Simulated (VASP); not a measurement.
# Ga5Sb2As3 (I-4m2) in VASP: single point with PBE

Aim: the single point of Ga5Sb2As3 with PBE.

All numbers are computed with VASP 6.6.1; they aren't measurements. Logs are shortened: lines on timing, memory, paths and dates and some standing lists are left out, and cuts for length are marked.

## Step 1: The cell of the first run

Symmetry: I-4m2, No. 119, tetragonal system. The conventional cell has a = 4.199 Å, b = 4.199 Å, c = 29.655 Å, α = 90.00°, β = 90.00°, γ = 90.00°. Ga (site symmetry -4m2) has 4 Sb at 2.64 Å within 3.5 Å. Ga (site symmetry 2mm) has 2 As at 2.52 Å and 2 Sb at 2.65 Å within 3.3 Å. Ga (site symmetry 2mm) has 4 As at 2.52 Å within 3.3 Å. Within 3.5 Å of Sb (site symmetry 2mm) lie 4 Ga at 2.64 to 2.65 Å. Within 3.3 Å of As (site symmetry 2mm) lie 4 Ga at 2.52 Å. Within 3.3 Å of As (site symmetry -4m2) lie 4 Ga at 2.52 Å.

## Step 2: Single point, PBE

Input file INCAR:

```
  PREC = Accurate
  ENCUT = 520
  EDIFF = 1E-7
  ISMEAR = 0
  SIGMA = 0.2
  LREAL = F
  LASPH = T
  NELM = 60
  ALGO = Normal
  ISIF = 2
  LWAVE = F
  LCHARG = F
  GGA = PE
  NBANDS = 56
```

Input file KPOINTS:

```
regular mesh
0
Gamma
  6 6 6
```

Input file POSCAR:

```
Ga5Sb2As3
1.0
    0.0000000000     -4.1991073676      0.0000000000
    4.1991073676      0.0000000000      0.0000000000
   -2.0995536838      2.0995536838     14.8275628233
Ga Sb As
5 2 3
Direct
    0.0000000000      0.0000000000      0.0000000000
    0.6085020680      0.6085020680      0.2170041361
    0.2029226315      0.2029226315      0.4058452630
    0.7970773685      0.7970773685      0.5941547370
    0.3914979320      0.3914979320      0.7829958639
    0.4458408724      0.9458408724      0.8916817448
    0.0541591276      0.5541591276      0.1083182552
    0.6557003530      0.1557003530      0.3114007059
    0.2500000000      0.7500000000      0.5000000000
    0.8442996470      0.3442996470      0.6885992941
```

Potentials or basis: VASP PAW PBE potentials, release 64 (Ga_d, Sb, As).

Started as:

```sh
> cat potpaw_PBE.64/Ga_d/POTCAR potpaw_PBE.64/Sb/POTCAR potpaw_PBE.64/As/POTCAR > POTCAR
> mpirun -np 1 vasp_std > vasp.out
```

OUTCAR:

```text
PREC = Accurate
   ENCUT = 520
   EDIFF = 1E-7
   ISMEAR = 0
   LREAL = F
   LASPH = T
   NELM = 60
   ISIF = 2
   GGA = PE

 ion  position               nearest neighbor table
   1  0.000  0.000  0.000-   6 2.64   7 2.64   7 2.64   6 2.64
   2  0.609  0.609  0.217-   8 2.52   8 2.52   7 2.65   7 2.65
   3  0.203  0.203  0.406-   9 2.52   9 2.52   8 2.52   8 2.52
   4  0.797  0.797  0.594-   9 2.52   9 2.52  10 2.52  10 2.52
   5  0.391  0.391  0.783-  10 2.52  10 2.52   6 2.65   6 2.65
   6  0.446  0.946  0.892-   1 2.64   1 2.64   5 2.65   5 2.65
   7  0.054  0.554  0.108-   1 2.64   1 2.64   2 2.65   2 2.65
   8  0.656  0.156  0.311-   2 2.52   2 2.52   3 2.52   3 2.52
   9  0.250  0.750  0.500-   4 2.52   3 2.52   4 2.52   3 2.52
  10  0.844  0.344  0.689-   5 2.52   5 2.52   4 2.52   4 2.52

  LATTYP: Found a body centered tetragonal cell.
 ALAT       =     4.1991073676
 C/A-ratio  =     7.0622451513

  Lattice vectors:

 A1 = (  -2.0995536838,  -2.0995536838, -14.8275628233)
 A2 = (   2.0995536838,   2.0995536838, -14.8275628233)
 A3 = (   2.0995536838,  -2.0995536838,  14.8275628233)

Analysis of symmetry for initial positions (statically):
=====================================================================
 Subroutine PRICEL returns:
 Original cell was already a primitive cell.

 Routine SETGRP: Setting up the symmetry group for a
 body centered tetragonal supercell.

 Subroutine GETGRP returns: Found  8 space group operations
 (whereof  8 operations were pure point group operations)
 out of a pool of 16 trial point group operations.

The static configuration has the point symmetry D_2d.

Analysis of symmetry for dynamics (positions and initial velocities):
=====================================================================
 Subroutine PRICEL returns:
 Original cell was already a primitive cell.

 Routine SETGRP: Setting up the symmetry group for a
 body centered tetragonal supercell.

 Subroutine GETGRP returns: Found  8 space group operations
 (whereof  8 operations were pure point group operations)
 out of a pool of 16 trial point group operations.

The dynamic configuration has the point symmetry D_2d.

 Subroutine INISYM returns: Found  8 space group operations
 (whereof  8 operations are pure point group operations),
 and found     1 'primitive' translations

----------------------------------------------------------------------------------------

                                     Primitive cell

  volume of cell :     261.4470

  direct lattice vectors                    reciprocal lattice vectors
     0.000000000 -4.199107368  0.000000000     0.000000000 -0.238145852  0.033720983
     4.199107368  0.000000000  0.000000000     0.238145852  0.000000000  0.033720983
    -2.099553684  2.099553684 14.827562823     0.000000000  0.000000000  0.067441967

  length of vectors
     4.199107368  4.199107368 15.121933429     0.240521416  0.240521416  0.067441967

  position of ions in fractional coordinates (direct lattice)
     0.000000000  0.000000000  0.000000000
     0.608502068  0.608502068  0.217004136
     0.202922632  0.202922632  0.405845263
     0.797077368  0.797077368  0.594154737
     0.391497932  0.391497932  0.782995864
     0.445840872  0.945840872  0.891681745
     0.054159128  0.554159128  0.108318255
     0.655700353  0.155700353  0.311400706
     0.250000000  0.750000000  0.500000000
     0.844299647  0.344299647  0.688599294

  ion indices of the primitive-cell ions
   primitive index   ion index
                 1           1
                 2           2
                 3           3
                 4           4
                 5           5
                 6           6
                 7           7
                 8           8
                 9           9
                10          10

----------------------------------------------------------------------------------------

 KPOINTS: regular mesh

Automatic generation of k-mesh.
 Grid dimensions read from file:
 generate k-points for:    6    6    6

 Generating k-lattice:

  Cartesian coordinates                     Fractional coordinates (reciprocal lattice)
     0.000000000 -0.039690975  0.005620164     0.166666667  0.000000000  0.000000000
     0.039690975  0.000000000  0.005620164     0.000000000  0.166666667  0.000000000
     0.000000000  0.000000000  0.011240328     0.000000000  0.000000000  0.166666667

  Length of vectors
     0.040086903  0.040086903  0.011240328

  Shift w.r.t. Gamma in fractional coordinates (k-lattice)
     0.000000000  0.000000000  0.000000000

 Subroutine IBZKPT returns following result:
 ===========================================

 Found     30 irreducible k-points:

 Following reciprocal coordinates:
            Coordinates               Weight
  0.000000  0.000000  0.000000      1.000000
  0.166667  0.000000 -0.000000      8.000000
  0.333333  0.000000 -0.000000      8.000000
  0.500000  0.000000 -0.000000      4.000000
  0.166667  0.166667 -0.000000      8.000000
  0.333333  0.166667 -0.000000     16.000000
[... 16 lines left out ...]
 -0.333333  0.333333  0.166667      8.000000
  0.500000  0.500000  0.166667      4.000000
 [... further k-points ...]
   k-points           NKPTS =     30   k-points in BZ     NKDIM =     30   number of bands    NBANDS=     56
   number of dos      NEDOS =    301   number of ions     NIONS =     10
   total plane-waves  NPLWV = 114688
   dimension x,y,z NGX =    32 NGY =   32 NGZ =  112
   dimension x,y,z NGXF=    64 NGYF=   64 NGZF=  224
   ions per type =               5   2   3
   NGX,Y,Z   is equivalent  to a cutoff of  12.67, 12.67, 12.31 a.u.
   NGXF,Y,Z  is equivalent  to a cutoff of  25.34, 25.34, 24.63 a.u.
 SYSTEM =  unknown system
   PREC   = accura    normal or accurate (medium, high low for compatibility)
   ISTART =      0    job   : 0-new  1-cont  2-samecut
   ICHARG =      2    charge: 1-file 2-atom 10-const
   ISPIN  =      1    spin polarized calculation?
   LNONCOLLINEAR =      F non collinear calculations
   LSORBIT =      F    spin-orbit coupling
   LASPH  =      T    aspherical Exc in radial PAW
   ENCUT  =  520.0 eV  38.22 Ry    6.18 a.u.   7.81  7.81 28.12*2*pi/ulx,y,z
   NELM   =     60;   NELMIN=  2; NELMDL= -5     # of ELM steps
   EDIFF  = 0.1E-06   stopping-criterion for ELM
   LREAL  =      F    real-space projection
   EDIFFG = 0.1E-05   stopping-criterion for IOM
   NSW    =      0    number of steps for IOM
   IBRION =     -1    ionic relax: 0-MD 1-quasi-New 2-CG
   NFREE  =      0    steps in history (QN), initial steepest desc. (CG)
   ISIF   =      2    stress and relaxation
   ISYM   =      2    0-nonsym 1-usesym 2-fastsym
   POTIM  = 0.5000    time-step for ionic-motion
   TEBEG  =    0.0;   TEEND  =   0.0 temperature during run
   PSTRESS=    0.0 pullay stress
   NELECT =      90.0000    total number of electrons
   NUPDOWN=      -1.0000    fix difference up-down
   EMIN   =  10.00;   EMAX   =-10.00  energy-range for DOS
   EFERMI =   0.00;   METHOD = LEGACY
   ISMEAR =     0;   SIGMA  =   0.20  broadening in eV -4-tet -1-fermi 0-gaus
   EFERMI_NEDOS =   21; number of points for ismear=-14 and -15
   IALGO  =     38    algorithm
   IMIX   =      4    mixing-type and parameters
     AMIX     =   0.40;   BMIX     =  1.00
     AMIX_MAG =   1.60;   BMIX_MAG =  1.00
  volume/ion in A,a.u.               =      26.14       176.43
  Fermi-wavevector in a.u.,A,eV,Ry     =   1.147346  2.168170 17.910749  1.316403
  Thomas-Fermi vector in A             =   2.284026
   LORBIT       =      0    0 simple, 1 ext, 2 COOP (PROOUT), +10 PAW based schemes
   GGA     = PE    functional components
   LHFCALC =     F    Hartree Fock is set to
   AEXX    =    0.0000 exact exchange contribution
   IVDW    =     0    specifies the selected vdW correction
   LEPSILON=     F    determine dielectric tensor
   LRPA    =     F    only Hartree local field effects (RPA)
 non-spin polarized calculation
 Gauss-broadening in eV      SIGMA  =   0.20
  energy-cutoff  :      520.00
  volume of cell :      261.45
 maximum number of plane-waves:      7068
   NGX = 15   NGY = 15   NGZ = 57

 number of electron      89.9999944 magnetization

 Free energy of the ion-electron system (eV)
  ---------------------------------------------------
  ext. energy  EPLUGINS =         0.00000000
  ---------------------------------------------------
  free energy    TOTEN  =       -39.28439859 eV

  energy without entropy =      -39.27983361  energy(sigma->0) =      -39.28211610

 E-fermi :   4.1999     XC(G=0):  -9.1719

 val. band max:        4.0552700909   @ k =   0.0000   0.0000   0.0000
 cond. band min:       4.3911107041   @ k =   0.0000   0.0000   0.1667
 fundamental gap:      0.3358406132
 Fermi energy:         4.1998784978

 k-point     1 :       0.0000    0.0000    0.0000
  band No.  band energies     occupation
      1     -11.0266      2.00000
      2     -10.9872      2.00000
      3     -10.9606      2.00000
      4     -10.9606      2.00000
      5     -10.9422      2.00000
      6     -10.9422      2.00000
[... 48 lines left out ...]
     55       7.2438      0.00000
     56       7.2438      0.00000

 k-point     2 :       0.1667    0.0000   -0.0000
  band No.  band energies     occupation
      1     -11.0237      2.00000
      2     -10.9888      2.00000
      3     -10.9697      2.00000
      4     -10.9592      2.00000
      5     -10.9442      2.00000
      6     -10.9434      2.00000
[... 48 lines left out ...]
     55       7.5164      0.00000
     56       7.6087      0.00000

 k-point     3 :       0.3333    0.0000   -0.0000
  band No.  band energies     occupation
      1     -11.0193      2.00000
      2     -10.9979      2.00000
      3     -10.9818      2.00000
      4     -10.9556      2.00000
      5     -10.9466      2.00000
      6     -10.9446      2.00000
[... 1172 lines left out ...]
 k-point    23 :      -0.3333    0.3333    0.1667
  band No.  band energies     occupation
      1     -11.0301      2.00000
      2     -11.0086      2.00000
      3     -11.0032      2.00000
      4     -10.9417      2.00000
      5     -10.9363      2.00000
      6     -10.9334      2.00000
[... 48 lines left out ...]
     55       8.6288      0.00000
     56       8.8511      0.00000

 k-point    24 :       0.5000    0.5000    0.1667
  band No.  band energies     occupation
      1     -11.0400      2.00000
      2     -11.0196      2.00000
      3     -11.0108      2.00000
      4     -10.9376      2.00000
      5     -10.9254      2.00000
      6     -10.9254      2.00000
[... 48 lines left out ...]
     55       8.2335      0.00000
     56       8.9851      0.00000

 [... further k-points ...]
[... 5 lines left out ...]
  --------------------------------------------------------------------------------------
  -------------------------------------------------------------------------------------
  Total        0.3592390      0.3592390     -0.0036478      0.0000000      0.0000000      0.0000000
  in kB        2.2014579      2.2014579     -0.0223544      0.0000000      0.0000000      0.0000000
  external PRESSURE =       1.4601871 kB  Pullay stress =       0.0000000 kB

 VOLUME and BASIS-vectors are now :
 -----------------------------------------------------------------------------
  energy-cutoff  :      520.00
  volume of cell :      261.45
      direct lattice vectors                 reciprocal lattice vectors
     0.000000000 -4.199107368  0.000000000     0.000000000 -0.238145852  0.033720983
     4.199107368  0.000000000  0.000000000     0.238145852  0.000000000  0.033720983
    -2.099553684  2.099553684 14.827562823     0.000000000  0.000000000  0.067441967

 POSITION                                       TOTAL-FORCE (eV/Angst)
 -----------------------------------------------------------------------------------
      0.00000      0.00000      0.00000        -0.000000     -0.000000      0.000000
      2.09955     -2.09955      3.21764         0.000000      0.000000     -0.000182
      0.00000      0.00000      6.01770        -0.000000      0.000000     -0.001339
      2.09955     -2.09955      8.80987         0.000000     -0.000000      0.001339
      0.00000     -0.00000     11.60992        -0.000000      0.000000      0.000182
      2.09955      0.00000     13.22147         0.000000     -0.000000      0.007757
      2.09955     -0.00000      1.60610        -0.000000      0.000000     -0.007757
      0.00000     -2.09955      4.61731         0.000000     -0.000000     -0.000512
      2.09955      0.00000      7.41378        -0.000000     -0.000000      0.000000
     -0.00000     -2.09955     10.21025        -0.000000      0.000000      0.000512
 -----------------------------------------------------------------------------------
    total drift:                                0.000017      0.000017      0.000000

  FREE ENERGIE OF THE ION-ELECTRON SYSTEM (eV)
  ---------------------------------------------------
  free  energy   TOTEN  =       -39.2843985889 eV

  energy  without entropy=      -39.2798336103  energy(sigma->0) =      -39.28211610
```

It took 11 min on 1 thread of Oxide Virtual Turin-like, shared host; peak memory 0.52 GiB.

What came out:

```
Free energy            : -39.2844 eV
Pressure               : 0.1 GPa
Largest force          : 0.008 eV/Å
Band gap on the k mesh : zero (filled and empty bands touch)
```

Forces in eV/Å, atoms in the order of the input:
```
Ga   0.000  0.000  0.000
Ga   0.000  0.000  0.000
Ga   0.000  0.000 -0.001
Ga   0.000  0.000  0.001
Ga   0.000  0.000  0.000
Sb   0.000  0.000  0.008
Sb   0.000  0.000 -0.008
As   0.000  0.000 -0.001
As   0.000  0.000  0.000
As   0.000  0.000  0.001
```

Caveat: spin-orbit coupling is left out, which moves the levels of the heavy elements.
